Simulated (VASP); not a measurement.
Input of a VASP 6.6.1 run:

INCAR

```
SYSTEM = Te2Mo
  ALGO = Normal
  DIPOL = 0.5 0.5 0.500
  EDIFF = 1E-6
  ENCUT = 520
  GGA = PE
  IDIPOL = 3
  ISIF = 2
  ISMEAR = 0
  IVDW = 12
  LASPH = .True.
  LCHARG = .False.
  LDIPOL = .True.
  LREAL = .False.
  LWAVE = .False.
  NBANDS = 20
  NELM = 60
  PREC = Accurate
  SIGMA = 0.05
```

The input KPOINTS:

```
k-points
0
Gamma
  12 12 1
  0 0 0
```

File POSCAR:

```
Te2Mo
1.0
    3.5603917400      0.0000000000      0.0000000000
   -1.7801958700      3.0833896900      0.0000000000
    0.0000000000      0.0000000000     21.5794797849
Te Mo
2 1
Direct
    0.6666666700      0.3333333400      0.4170628806
    0.6666666700      0.3333333400      0.5829371194
    0.3333333300      0.6666666600      0.4999584000
```

Potentials or basis: VASP PAW PBE potentials, release 64 (Te, Mo_sv).

The run is started by

```console
$ cat potpaw_PBE.64/Te/POTCAR potpaw_PBE.64/Mo_sv/POTCAR > POTCAR
$ mpirun -np 1 vasp_std > vasp.out
```

Problem. What does it give for the dispersion energy per atom?

Solution. -0.391 eV.

Problem. What does it give for the largest force?

Solution. 0.110 eV/Å.

Forces on the atoms (eV/Å):
```
Te   0.000  0.000 -0.110
Te   0.000  0.000  0.090
Mo   0.000  0.000  0.020
```
